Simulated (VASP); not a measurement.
# Cl2Mg in VASP: notebook

Aim: see how the results for Cl2Mg move with the level of theory and the settings. Levels: PBE, AM05. Tasks: single point.

All numbers are computed with VASP 6.6.1; they aren't measurements. Logs are shortened: lines on timing, memory, paths and dates and some standing lists are left out, and cuts for length are marked.

### Step 1. The cell of the first run

The cell holds a molecule in a box, 3 atoms: a = 10.000 Å, b = 14.000 Å, c = 10.000 Å, α = 90.00°, β = 90.00°, γ = 90.00°.

### Step 2. Single point, PBE (last atom moved by 0.04 Å along z)

INCAR

```
SYSTEM = MgCl2
GGA = PE
ISMEAR = 0
SIGMA = 0.03
LWAVE = .FALSE.
LCHARG = .FALSE.
ISIF = 0
PREC = Accurate
LASPH = .TRUE.
LREAL = Auto
ALGO = Normal
EDIFF = 1E-6
NELM = 120
GGA_COMPAT = .FALSE.
ENCUT = 340
EFERMI = MIDGAP
NELMDL = -8
NBANDS = 19
ROPT = -0.00025 -0.00025
ADDGRID = .FALSE.
```

KPOINTS

```
k-points
0
Gamma
  1 1 1
```

POSCAR

```
MgCl2
1.0
   10.0000000000      0.0000000000      0.0000000000
    0.0000000000     14.0000000000      0.0000000000
    0.0000000000      0.0000000000     10.0000000000
Cl Mg
2 1
Direct
    0.5480150000      0.6489714300      0.5507400000
    0.4545850000      0.3540285700      0.4560600000
    0.5010850000      0.5015428600      0.5073500000
```

Potentials or basis: VASP PAW PBE potentials, release 64 (Cl, Mg).

On the command line:

```
$ cat potpaw_PBE.64/Cl/POTCAR potpaw_PBE.64/Mg/POTCAR > POTCAR
$ mpirun -np 1 vasp_gam > vasp.out
```

OUTCAR:

```text
SYSTEM = MgCl2
   GGA = PE
   ISMEAR = 0
   ISIF = 0
   PREC = Accurate
   LASPH = .TRUE.
   LREAL = Auto
   EDIFF = 1E-6
   NELM = 120
   ENCUT = 340
   EFERMI = MIDGAP
   NELMDL = -8

 Found      1 irreducible k-points:

 Following reciprocal coordinates:
            Coordinates               Weight
  0.000000  0.000000  0.000000      1.000000
   k-points           NKPTS =      1   k-points in BZ     NKDIM =      1   number of bands    NBANDS=     19
   number of dos      NEDOS =    301   number of ions     NIONS =      3
   total plane-waves  NPLWV = 302400
   dimension x,y,z NGX =    60 NGY =   84 NGZ =   60
   dimension x,y,z NGXF=   120 NGYF=  168 NGZF=  120
   ions per type =               2   1
   NGX,Y,Z   is equivalent  to a cutoff of   9.97,  9.97,  9.97 a.u.
   NGXF,Y,Z  is equivalent  to a cutoff of  19.95, 19.95, 19.95 a.u.
 SYSTEM =  MgCl2
   PREC   = accura    normal or accurate (medium, high low for compatibility)
   ISTART =      0    job   : 0-new  1-cont  2-samecut
   ICHARG =      2    charge: 1-file 2-atom 10-const
   ISPIN  =      1    spin polarized calculation?
   LNONCOLLINEAR =      F non collinear calculations
   LSORBIT =      F    spin-orbit coupling
   LASPH  =      T    aspherical Exc in radial PAW
   ENCUT  =  340.0 eV  24.99 Ry    5.00 a.u.  15.03 21.05 15.03*2*pi/ulx,y,z
   NELM   =    120;   NELMIN=  2; NELMDL= -8     # of ELM steps
   EDIFF  = 0.1E-05   stopping-criterion for ELM
   LREAL  =      T    real-space projection
   EDIFFG = 0.1E-04   stopping-criterion for IOM
   NSW    =      0    number of steps for IOM
   IBRION =     -1    ionic relax: 0-MD 1-quasi-New 2-CG
   NFREE  =      0    steps in history (QN), initial steepest desc. (CG)
   ISIF   =      0    stress and relaxation
   ISYM   =      2    0-nonsym 1-usesym 2-fastsym
   POTIM  = 0.5000    time-step for ionic-motion
   TEBEG  =    0.0;   TEEND  =   0.0 temperature during run

   SCALEE = 1.0000    scale energy and forces
   PSTRESS=    0.0 pullay stress
   NELECT =      16.0000    total number of electrons
   NUPDOWN=      -1.0000    fix difference up-down
   EMIN   =  10.00;   EMAX   =-10.00  energy-range for DOS
   EFERMI =   0.00;   METHOD = MIDGAP
   ISMEAR =     0;   SIGMA  =   0.03  broadening in eV -4-tet -1-fermi 0-gaus
   EFERMI_NEDOS =   21; number of points for ismear=-14 and -15
   IALGO  =     38    algorithm
   IMIX   =      4    mixing-type and parameters
     AMIX     =   0.40;   BMIX     =  1.00
     AMIX_MAG =   1.60;   BMIX_MAG =  1.00
  volume/ion in A,a.u.               =     466.67      3149.22
  Fermi-wavevector in a.u.,A,eV,Ry     =   0.368756  0.696847  1.850131  0.135981
  Thomas-Fermi vector in A             =   1.294861
   LORBIT       =      0    0 simple, 1 ext, 2 COOP (PROOUT), +10 PAW based schemes
   GGA     = PE    functional components
   LHFCALC =     F    Hartree Fock is set to
   AEXX    =    0.0000 exact exchange contribution
   IVDW    =     0    specifies the selected vdW correction
   LEPSILON=     F    determine dielectric tensor
   LRPA    =     F    only Hartree local field effects (RPA)

   CSHIFT  =0.1000    complex shift for real part using Kramers Kronig

   OMEGAMAX=  -1.0    maximum frequency
 non-spin polarized calculation
 Gauss-broadening in eV      SIGMA  =   0.03
  energy-cutoff  :      340.00
  volume of cell :     1400.00
 maximum number of plane-waves:      9944
   NGX = 31   NGY = 43   NGZ = 31

 number of electron      16.0000001 magnetization

 Free energy of the ion-electron system (eV)
  ---------------------------------------------------
  ext. energy  EPLUGINS =         0.00000000
  ---------------------------------------------------
  free energy    TOTEN  =        -8.74985117 eV

  energy without entropy =       -8.74985117  energy(sigma->0) =       -8.74985117

 E-fermi :  -4.7196     XC(G=0):  -0.9707

 val. band max:       -7.2581326814   @ k =   0.0000   0.0000   0.0000
 cond. band min:      -2.1811523444   @ k =   0.0000   0.0000   0.0000
 fundamental gap:      5.0769803370
 Fermi energy:        -4.7196425129

 k-point     1 :       0.0000    0.0000    0.0000
  band No.  band energies     occupation
      1     -19.3725      2.00000
      2     -19.2689      2.00000
      3      -8.7584      2.00000
      4      -8.0680      2.00000
      5      -7.3808      2.00000
      6      -7.3805      2.00000
[... 11 lines left out ...]
     18       1.5848      0.00000
     19       1.8617      0.00000

------------------------ aborting loop because EDIFF is reached ----------------------------------------

 VOLUME and BASIS-vectors are now :
 -----------------------------------------------------------------------------
  energy-cutoff  :      340.00
  volume of cell :     1400.00
      direct lattice vectors                 reciprocal lattice vectors
    10.000000000  0.000000000  0.000000000     0.100000000  0.000000000  0.000000000
     0.000000000 14.000000000  0.000000000     0.000000000  0.071428571  0.000000000
     0.000000000  0.000000000 10.000000000     0.000000000  0.000000000  0.100000000

 POSITION                                       TOTAL-FORCE (eV/Angst)
 -----------------------------------------------------------------------------------
      5.48015      9.08560      5.50740         0.054806      0.228095      0.065682
      4.54585      4.95640      4.56060        -0.010287     -0.022750      0.003449
      5.01085      7.02160      5.07350        -0.044519     -0.205345     -0.069131
 -----------------------------------------------------------------------------------
    total drift:                               -0.000883     -0.000000     -0.002012

  FREE ENERGIE OF THE ION-ELECTRON SYSTEM (eV)
  ---------------------------------------------------
  free  energy   TOTEN  =        -8.7498511715 eV

  energy  without entropy=       -8.7498511715  energy(sigma->0) =       -8.74985117
```

It took 53 s on 1 thread of Intel Xeon Platinum 8488C (Sapphire Rapids), shared host; peak memory 0.59 GiB.

What came out:

```yaml
Free_energy: -8.7499 eV
Largest_force: 0.244 eV/Å
Gap_between_the_frontier_levels: 5.08 eV
```

Forces in eV/Å, atoms in the order of the input:
```
Cl   0.055  0.228  0.066
Cl  -0.010 -0.023  0.003
Mg  -0.045 -0.205 -0.069
```

Caveat: the cell differs from its parent crystal (last atom moved by 0.04 Å along z).

### Step 3. Single point, PBE (last atom moved by 0.04 Å along z)

INCAR

```
SYSTEM = MgCl2
GGA = PE
ISMEAR = 0
SIGMA = 0.03
LWAVE = .FALSE.
LCHARG = .FALSE.
ISIF = 0
PREC = Accurate
LASPH = .TRUE.
LREAL = .FALSE.
ALGO = Normal
EDIFF = 1E-8
NELM = 120
GGA_COMPAT = .FALSE.
ENCUT = 590
EFERMI = MIDGAP
NELMDL = -8
NBANDS = 30
ADDGRID = .FALSE.
```

KPOINTS is that of step 2.

POSCAR is that of step 2.

Potentials or basis: VASP PAW PBE potentials, release 64 (Cl, Mg).

On the command line:

```
$ cat potpaw_PBE.64/Cl/POTCAR potpaw_PBE.64/Mg/POTCAR > POTCAR
$ mpirun -np 1 vasp_gam > vasp.out
```

OUTCAR:

```text
SYSTEM = MgCl2
   GGA = PE
   ISMEAR = 0
   ISIF = 0
   PREC = Accurate
   LASPH = .TRUE.
   LREAL = .FALSE.
   EDIFF = 1E-8
   NELM = 120
   ENCUT = 590
   EFERMI = MIDGAP
   NELMDL = -8

 ion  position               nearest neighbor table
   1  0.548  0.649  0.551-   3 2.16
   2  0.455  0.354  0.456-   3 2.18
   3  0.501  0.502  0.507-   1 2.16   2 2.18

  LATTYP: Found a simple tetragonal cell.
 ALAT       =    10.0000000000
 C/A-ratio  =     1.4000000000

  Lattice vectors:

 A1 = ( -10.0000000000,   0.0000000000,   0.0000000000)
 A2 = (   0.0000000000,   0.0000000000,  10.0000000000)
[... 162 lines left out ...]

 val. band max:       -7.2594418491   @ k =   0.0000   0.0000   0.0000
 cond. band min:      -2.1808828444   @ k =   0.0000   0.0000   0.0000
 fundamental gap:      5.0785590047
 Fermi energy:        -4.7201623467

 k-point     1 :       0.0000    0.0000    0.0000
  band No.  band energies     occupation
      1     -19.3703      2.00000
      2     -19.2667      2.00000
      3      -8.7595      2.00000
      4      -8.0693      2.00000
      5      -7.3821      2.00000
      6      -7.3818      2.00000
[... 12 lines left out ...]
     19       1.8556      0.00000
     20       1.9077      0.00000
 [bands above 20 left out]

------------------------ aborting loop because EDIFF is reached ----------------------------------------

 VOLUME and BASIS-vectors are now :
 -----------------------------------------------------------------------------
  energy-cutoff  :      590.00
  volume of cell :     1400.00
      direct lattice vectors                 reciprocal lattice vectors
    10.000000000  0.000000000  0.000000000     0.100000000  0.000000000  0.000000000
     0.000000000 14.000000000  0.000000000     0.000000000  0.071428571  0.000000000
     0.000000000  0.000000000 10.000000000     0.000000000  0.000000000  0.100000000

 POSITION                                       TOTAL-FORCE (eV/Angst)
 -----------------------------------------------------------------------------------
      5.48015      9.08560      5.50740         0.053653      0.223038      0.064573
      4.54585      4.95640      4.56060        -0.008930     -0.018866      0.005337
      5.01085      7.02160      5.07350        -0.044724     -0.204171     -0.069910
 -----------------------------------------------------------------------------------
    total drift:                               -0.000079      0.000154     -0.000026

  FREE ENERGIE OF THE ION-ELECTRON SYSTEM (eV)
  ---------------------------------------------------
  free  energy   TOTEN  =        -8.7505987614 eV

  energy  without entropy=       -8.7505987614  energy(sigma->0) =       -8.75059876
```

stdout:

```text
POSCAR found type information on POSCAR ClMg
 POSCAR found :  2 types and       3 ions
 scaLAPACK will be used
 LDA part: xc-table for (Slater+PW92), standard interpolation
 POSCAR, INCAR and KPOINTS ok, starting setup
 FFT: planning ... GRIDC
 FFT: planning ... GRID_SOFT
 FFT: planning ... GRID
 WAVECAR not read
 entering main loop
```

Wall time 3.8 min (1 thread of Intel Xeon Platinum 8488C (Sapphire Rapids), shared host); peak memory 1 GiB.

What came out:

| Quantity | Value |
| --- | --- |
| Free energy | -8.7506 eV |
| Largest force | 0.238 eV/Å |
| Gap between the frontier levels | 5.08 eV |

Forces in eV/Å, atoms in the order of the input:
```
Cl   0.054  0.223  0.065
Cl  -0.009 -0.019  0.005
Mg  -0.045 -0.204 -0.070
```

Caveat: the cell differs from its parent crystal (last atom moved by 0.04 Å along z).

### Step 4. Single point, AM05

Edit POSCAR of step 3 so:

```diff
@@ -10,2 +10,2 @@
     0.4545850000      0.3540285700      0.4560600000
-    0.5010850000      0.5015428600      0.5073500000
+    0.5010850000      0.5015428600      0.5033500000
```

INCAR.step1

```
SYSTEM = MgCl2
ISMEAR = 0
SIGMA = 0.03
LWAVE = .TRUE.
LCHARG = .TRUE.
ISIF = 0
NELM = 100
ALGO = Normal
PREC = Accurate
LASPH = .TRUE.
LREAL = .FALSE.
EDIFF = 1E-5
GGA_COMPAT = .FALSE.
ENCUT = 400
EFERMI = MIDGAP
NELMDL = -8
GGA = PE
```

INCAR.step2

```
SYSTEM = MgCl2
GGA = AM
ISMEAR = 0
SIGMA = 0.03
LWAVE = .FALSE.
LCHARG = .FALSE.
ISIF = 0
NELM = 100
ALGO = All
PREC = Accurate
LASPH = .TRUE.
LREAL = .FALSE.
EDIFF = 1E-6
GGA_COMPAT = .FALSE.
ENCUT = 400
EFERMI = MIDGAP
NELMDL = -8
ISTART = 1
ISEARCH = 1
```

KPOINTS is that of step 3.

Potentials or basis: VASP PAW PBE potentials, release 64 (Cl, Mg).

On the command line:

```
$ cat potpaw_PBE.64/Cl/POTCAR potpaw_PBE.64/Mg/POTCAR > POTCAR
$ cp INCAR.step1 INCAR
$ mpirun -np 1 vasp_gam > vasp.out
$ cp INCAR.step2 INCAR
$ mpirun -np 1 vasp_gam > vasp.out
```

OUTCAR:

```text
SYSTEM = MgCl2
   GGA = AM
   ISMEAR = 0
   ISIF = 0
   NELM = 100
   PREC = Accurate
   LASPH = .TRUE.
   LREAL = .FALSE.
   EDIFF = 1E-6
   ENCUT = 400
   EFERMI = MIDGAP
   NELMDL = -8
   ISTART = 1

 Found      1 irreducible k-points:

 Following reciprocal coordinates:
            Coordinates               Weight
  0.000000  0.000000  0.000000      1.000000
   k-points           NKPTS =      1   k-points in BZ     NKDIM =      1   number of bands    NBANDS=     12
   number of dos      NEDOS =    301   number of ions     NIONS =      3
   total plane-waves  NPLWV = 470400
   dimension x,y,z NGX =    70 NGY =   96 NGZ =   70
   dimension x,y,z NGXF=   140 NGYF=  192 NGZF=  140
   ions per type =               2   1
   NGX,Y,Z   is equivalent  to a cutoff of  11.64, 11.40, 11.64 a.u.
   NGXF,Y,Z  is equivalent  to a cutoff of  23.27, 22.80, 23.27 a.u.
 SYSTEM =  MgCl2
   PREC   = accura    normal or accurate (medium, high low for compatibility)
   ISTART =      1    job   : 0-new  1-cont  2-samecut
   ICHARG =      0    charge: 1-file 2-atom 10-const
   ISPIN  =      1    spin polarized calculation?
   LNONCOLLINEAR =      F non collinear calculations
   LSORBIT =      F    spin-orbit coupling
   LASPH  =      T    aspherical Exc in radial PAW
   ENCUT  =  400.0 eV  29.40 Ry    5.42 a.u.  16.31 22.83 16.31*2*pi/ulx,y,z
   NELM   =    100;   NELMIN=  2; NELMDL= -8     # of ELM steps
   EDIFF  = 0.1E-05   stopping-criterion for ELM
   LREAL  =      F    real-space projection
   EDIFFG = 0.1E-04   stopping-criterion for IOM
   NSW    =      0    number of steps for IOM
   IBRION =     -1    ionic relax: 0-MD 1-quasi-New 2-CG
   NFREE  =      0    steps in history (QN), initial steepest desc. (CG)
   ISIF   =      0    stress and relaxation
   ISYM   =      2    0-nonsym 1-usesym 2-fastsym
   POTIM  = 0.5000    time-step for ionic-motion
   TEBEG  =    0.0;   TEEND  =   0.0 temperature during run

   SCALEE = 1.0000    scale energy and forces
   PSTRESS=    0.0 pullay stress
   NELECT =      16.0000    total number of electrons
   NUPDOWN=      -1.0000    fix difference up-down
   EMIN   =  10.00;   EMAX   =-10.00  energy-range for DOS
   EFERMI =   0.00;   METHOD = MIDGAP
   ISMEAR =     0;   SIGMA  =   0.03  broadening in eV -4-tet -1-fermi 0-gaus
   EFERMI_NEDOS =   21; number of points for ismear=-14 and -15
   IALGO  =     58    algorithm
   IMIX   =      4    mixing-type and parameters
     AMIX     =   0.40;   BMIX     =  1.00
     AMIX_MAG =   1.60;   BMIX_MAG =  1.00
  volume/ion in A,a.u.               =     466.67      3149.22
  Fermi-wavevector in a.u.,A,eV,Ry     =   0.368756  0.696847  1.850131  0.135981
  Thomas-Fermi vector in A             =   1.294861
   LORBIT       =      0    0 simple, 1 ext, 2 COOP (PROOUT), +10 PAW based schemes
   GGA     = AM    functional components
   LHFCALC =     F    Hartree Fock is set to
   AEXX    =    0.0000 exact exchange contribution
   IVDW    =     0    specifies the selected vdW correction
   LEPSILON=     F    determine dielectric tensor
   LRPA    =     F    only Hartree local field effects (RPA)

   CSHIFT  =0.1000    complex shift for real part using Kramers Kronig

   OMEGAMAX=  -1.0    maximum frequency
 non-spin polarized calculation
 Gauss-broadening in eV      SIGMA  =   0.03
  energy-cutoff  :      400.00
  volume of cell :     1400.00
 maximum number of plane-waves:     12701
 NGX is ok and might be reduce to    70
   NGX = 33   NGY = 45   NGZ = 33

 number of electron      15.9999999 magnetization

 Free energy of the ion-electron system (eV)
  ---------------------------------------------------
  ext. energy  EPLUGINS =         0.00000000
  ---------------------------------------------------
  free energy    TOTEN  =        -8.86203480 eV

  energy without entropy =       -8.86203480  energy(sigma->0) =       -8.86203480

 E-fermi :  -5.3600     XC(G=0):  -2.6187

 val. band max:       -7.2069750577   @ k =   0.0000   0.0000   0.0000
 cond. band min:      -9.2051743967   @ k =   0.0000   0.0000   0.0000
 fundamental gap:     -1.9981993391
 Fermi energy:        -5.3600150095

 k-point     1 :       0.0000    0.0000    0.0000
  band No.  band energies     occupation
      1     -19.2399      2.00000
      2     -19.1495      2.00000
      3      -8.6914      2.00000
      4      -8.0122      2.00000
      5      -7.3168      2.00000
      6      -7.3165      2.00000
      7      -7.2073      2.00000
      8      -7.2070      2.00000
      9      -9.2052      0.00000
     10      -2.6499      0.00000
     11      -1.8390      0.00000
     12      -0.4487      0.00000

------------------------ aborting loop because EDIFF is reached ----------------------------------------

 VOLUME and BASIS-vectors are now :
 -----------------------------------------------------------------------------
  energy-cutoff  :      400.00
  volume of cell :     1400.00
      direct lattice vectors                 reciprocal lattice vectors
    10.000000000  0.000000000  0.000000000     0.100000000  0.000000000  0.000000000
     0.000000000 14.000000000  0.000000000     0.000000000  0.071428571  0.000000000
     0.000000000  0.000000000 10.000000000     0.000000000  0.000000000  0.100000000

 POSITION                                       TOTAL-FORCE (eV/Angst)
 -----------------------------------------------------------------------------------
      5.48015      9.08560      5.50740         0.017320      0.065630      0.018844
      4.54585      4.95640      4.56060        -0.018998     -0.065760     -0.019206
      5.01085      7.02160      5.03350         0.001677      0.000129      0.000363
 -----------------------------------------------------------------------------------
    total drift:                               -0.000360     -0.001030     -0.000153

  FREE ENERGIE OF THE ION-ELECTRON SYSTEM (eV)
  ---------------------------------------------------
  free  energy   TOTEN  =        -8.8620348034 eV

  energy  without entropy=       -8.8620348034  energy(sigma->0) =       -8.86203480
```

Run time: 6.7 min. Hardware: 1 thread of Intel Xeon Platinum 8375C at 2.90GHz (Ice Lake), shared host; peak memory 0.88 GiB.

Results:

```yaml
Free_energy: -8.8620 eV
Largest_force: 0.071 eV/Å
Gap_between_the_frontier_levels: zero (bands 8 and 9 overlap by 2.00 eV)
```

Forces on the atoms (eV/Å):
```
Cl   0.017  0.066  0.019
Cl  -0.019 -0.066 -0.019
Mg   0.002  0.000  0.000
```

Caveat: the PAW data sets were made with another functional, which shifts forces and pressure a little.

### Step 5. Summary

| level | cell | cutoff (eV) | purpose | gap on the mesh (eV) | largest force (eV/Å) |
| --- | --- | --- | --- | --- | --- |
| PBE | as given, atomic positions A | 340 | forces | 5.08 | 0.24 |
| PBE | as given, atomic positions A | 590 | forces | 5.08 | 0.24 |
| AM05 | as given, atomic positions B | 400 | a run that is hard to end | none | 0.07 |

Alike in all rows: task single point; potentials or basis VASP PAW PBE potentials, release 64 (Cl, Mg); no spin polarisation; k mesh 1 × 1 × 1; smearing gaussian 0.03 eV.

Caveats: the PAW data sets were made with another functional, which shifts forces and pressure a little (at least some runs).

Absolute energies hang on the potentials; compare differences alone.
